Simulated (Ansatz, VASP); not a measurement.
## One calculation of PbS, two programs

File INCAR:

```
SYSTEM = PbS
PREC     = Accurate       ! precision mode
ENCUT    = 520            ! plane-wave cutoff, eV
EDIFF    = 1E-7           ! SCF threshold, eV
ISMEAR   = -1             ! smearing method
SIGMA    = 0.01           ! smearing width, eV
LREAL    = .False.        ! projectors in reciprocal space
LASPH    = .True.         ! aspherical terms in the spheres
NELM     = 100            ! most SCF steps
ALGO     = Normal         ! electronic algorithm
ISIF     = 2              ! what is computed and relaxed
LWAVE    = .False.        ! write WAVECAR
LCHARG   = .False.        ! write CHGCAR
GGA      = PS             ! functional
NBANDS   = 28             ! bands
```

File KPOINTS:

```
Automatic mesh
0
Gamma
  7 7 3
  0 0 0
```

File POSCAR:

```
PbS
1.0
    2.9840000000     -2.9441075000     -0.0006075000
    2.8970000000      2.8558925000     -0.0876075000
   -1.2556893500     -0.1594386000     11.7254907500
Pb S
2 2
Direct
    0.7756000000      0.7756000000      0.6363800000
    0.2244000000      0.2244000000      0.3636200000
    0.2684000000      0.2684000000      0.5986000000
    0.7316000000      0.7316000000      0.4014000000
```

Input for Ansatz:

```yaml
crystal:
  lattice:
    - [2.984, -2.9441075, -0.0006075]
    - [2.897, 2.8558925, -0.0876075]
    - [-1.25568935, -0.1594386, 11.72549075]
  atoms:
    - { symbol: Pb, position: [0.7756, 0.7756, 0.63638] }
    - { symbol: Pb, position: [0.2244, 0.2244, 0.36362] }
    - { symbol: S, position: [0.2684, 0.2684, 0.5986] }
    - { symbol: S, position: [0.7316, 0.7316, 0.4014] }
kpoints:
  mp_grid: { grid: [7, 7, 3] }
  band_path:
    path:
      - [0.0, 0.0, 0.0]
      - [-0.5, 0.0, 0.0]
      - [0.0, -0.5, 0.0]
      - [0.0, 0.0, 0.0]
      - [0.0, 0.0, 0.5]
      - [-0.5, -0.5, 0.5]
      - [0.0, 0.0, 0.0]
      - [0.0, -0.5, 0.5]
      - [-0.5, 0.0, 0.5]
    npoints: 5
scf:
  occupations: { method: fermi_dirac, width: 0.01 }
hamiltonian:
  xc: pbesol
  pseudopotentials: { kind: all_electron, lapw: { basis_error: 0.0005 } }
output:
  forces: true
  stress: true
  eigenvalues: true
```

Change from the starting cell: equal xy, yz and zx shear strains of -3 %.

Alike in both runs: task single point; functional PBEsol; k mesh 7 × 7 × 3; occupations fermi-dirac, width 0.01 eV; no spin polarisation.

|  | VASP | Ansatz |
| --- | --- | --- |
| version | VASP 6.6.1 | Ansatz 0.2.0 |
| potentials or method | VASP PAW PBE potentials, release 64 (Pb_d, S), cutoff 520 eV | all-electron LAPW, scalar-relativistic |

```tsv
	VASP	Ansatz	Ansatz less VASP
gap on the k mesh at the Fermi level (eV)	1.26	1.26	+0.003
rms of the force components (eV/Å)	0.289	0.289	+0.0001
```

VASP's potentials were made for PBE, not for PBEsol. Atom by atom the forces differ by 0.001 eV/Å (rms over components). Ansatz ran all-electron here, and VASP with PAW potentials.

Spin-orbit coupling is off throughout.
